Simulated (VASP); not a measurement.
Wanted: the native input for a VASP 6.6.1 run.

```yaml
Task: single point
Functional: PBE
Potentials_or_basis: VASP PAW PBE potentials, release 64 (Na_pv, Cl)
Cutoff: 520 eV
k_mesh: 12 × 12 × 12
Occupations: gaussian, width 0.05 eV
Spin: no spin polarisation
Dipole_correction: no
Further_INCAR_settings: ALGO = Normal; EDIFF = 1e-06; NBANDS = 14
```

The structure of NaCl lies in POSCAR:

```
NaCl
1.0
    3.5540750634      0.0000000000      0.0000000000
    0.0000000000      3.5540750634      0.0000000000
    0.0000000000      0.0000000000      3.5540750634
Na Cl
1 1
Direct
    0.0000000000      0.0000000000      0.0000000000
    0.5000000000      0.5000000000      0.5000000000
```

These files were run (other wordings do the same):

INCAR

```
SYSTEM = NaCl
ALGO = Normal
EDIFF = 1E-6
ENCUT = 520
GGA = PE
ISIF = 2
ISMEAR = 0
LASPH = .TRUE.
LCHARG = .TRUE.
LELF = .TRUE.
LREAL = .FALSE.
LVHAR = .TRUE.
LWAVE = .FALSE.
NBANDS = 14
NELM = 60
PREC = Accurate
SIGMA = 0.05
```

KPOINTS

```
k-points
0
G
  12 12 12
  0 0 0
```

Potentials or basis: VASP PAW PBE potentials, release 64 (Na_pv, Cl).

Command:

```sh
$ cat potpaw_PBE.64/Na_pv/POTCAR potpaw_PBE.64/Cl/POTCAR > POTCAR
$ mpirun -np 1 vasp_std > vasp.out
```

Results of the run:

```yaml
Pressure: -1.0 GPa
Band_gap_on_the_k_mesh: 3.84 eV (least direct gap 4.29 eV)
```

It took 30 s on 1 thread of Intel(R) Xeon(R) Platinum 8488C (Sapphire Rapids), with other jobs on the host, peak memory 0.18 GiB.
